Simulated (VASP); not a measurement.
Wanted: the native input for a VASP 6.6.1 run.

```yaml
Task: single point
Functional: PBE
Potentials_or_basis: VASP PAW PBE potentials, release 64 (Al)
Cutoff: 520 eV
k_mesh: 12 × 12 × 1
Occupations: gaussian, width 0.1 eV
Spin: no spin polarisation
Dipole_correction: yes
Further_INCAR_settings: ALGO = Normal; EDIFF = 1e-06; NBANDS = 16
```

The structure of Al lies in POSCAR:

```
Al
1.0
    2.8578575428      0.0000000000      0.0000000000
   -1.4289287714      2.4749772324      0.0000000000
    0.0000000000      0.0000000000     24.3337236498
Al
5
Direct
    0.6666666667      0.3333333333      0.3066169705
    0.3333333333      0.6666666667      0.4039012806
    0.0000000000      0.0000000000      0.5000000000
    0.6666666667      0.3333333333      0.5960987180
    0.3333333333      0.6666666667      0.6933830309
```

One way to write it, as run:

INCAR

```
SYSTEM = Al
PREC     = Accurate       ! precision mode
ENCUT    = 520            ! plane-wave cutoff, eV
EDIFF    = 1E-6           ! SCF threshold, eV
ISMEAR   = 0              ! smearing method
SIGMA    = 0.1            ! smearing width, eV
LREAL    = .False.        ! projectors in reciprocal space
LASPH    = .True.         ! aspherical terms in the spheres
NELM     = 80             ! most SCF steps
ALGO     = Normal         ! electronic algorithm
ISIF     = 2              ! what is computed and relaxed
LWAVE    = .False.        ! write WAVECAR
LCHARG   = .False.        ! write CHGCAR
LDIPOL   = .True.       
IDIPOL   = 3            
DIPOL    = 0.5 0.5 0.500
GGA      = PE             ! functional
NBANDS   = 16             ! bands
```

KPOINTS

```
Automatic mesh
0
Gamma
  12 12 1
  0 0 0
```

Potentials or basis: VASP PAW PBE potentials, release 64 (Al).

Launch:

```console
$ cat potpaw_PBE.64/Al/POTCAR > POTCAR
$ mpirun -np 1 vasp_std > vasp.out
```

Results of the run:

| Quantity | Value |
| --- | --- |
| Band gap on the k mesh | zero (an odd number of electrons rules out a gap without spin polarisation) |

Wall time 59 s on 1 thread of Intel(R) Xeon(R) Platinum 8559C (Emerald Rapids) (shared host), peak memory 0.31 GiB.
